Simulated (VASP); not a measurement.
## TaSi4W: single point with PBE

Crystal: TaSi4W.

```
Ta Si W
1.0
     3.25252    0.00000    0.00000
     0.00000    3.25252    0.00000
     0.00000    0.00000    8.05285
Ta Si W
1 4 1
Direct
  0.00000 0.00000 0.00000
  0.50000 0.50000 0.82903
  0.50000 0.50000 0.17097
  0.00000 0.00000 0.66326
  0.00000 0.00000 0.33674
  0.50000 0.50000 0.50000
```

```json
{
 "Program": "VASP 6.6.1",
 "Task": "single point",
 "Functional": "PBE",
 "Potentials or basis": "VASP PAW PBE potentials, release 64 (Ta_pv, Si, W_sv)",
 "Cutoff": "520 eV",
 "k mesh": "5 × 5 × 2",
 "Occupations": "gaussian, width 0.2 eV",
 "Spin": "no spin polarisation",
 "Dipole correction": "no",
 "Further INCAR settings": "ALGO = Normal; EDIFF = 1e-06; NBANDS = 30"
}
```

- Pressure: 0.0 GPa
- Largest force: 0.045 eV/Å
- Band gap on the k mesh: zero (an odd number of electrons rules out a gap without spin polarisation)

Forces in eV/Å, atoms in the order of the input:
```
Ta   0.000  0.000  0.000
Si   0.000  0.000 -0.045
Si   0.000  0.000  0.045
Si   0.000  0.000  0.021
Si   0.000  0.000 -0.021
W    0.000  0.000  0.000
```

Levels at points of the mesh, in eV from the Fermi level:
| k point | band 17 | band 18 | band 19 | band 20 | band 21 | band 22 | band 23 | band 24 |
| --- | --- | --- | --- | --- | --- | --- | --- | --- |
| (0.00, 0.00, 0.00) | -1.84 | -0.34 | -0.34 | 0.34 | 0.34 | 0.91 | 2.51 | 2.96 |
| (0.00, 0.00, 0.50) | -1.64 | -1.34 | -1.34 | 0.91 | 1.62 | 1.81 | 2.12 | 2.12 |

Run time: 24 s on 1 thread of AMD EPYC 7R13 Processor (Zen 3), on a shared host, peak memory 0.16 GiB.

Caveat: the k points lie up to 0.39 Å⁻¹ apart, too coarse for converged energies and pressures of a metal; spin-orbit coupling is left out, which moves the levels of the heavy elements.
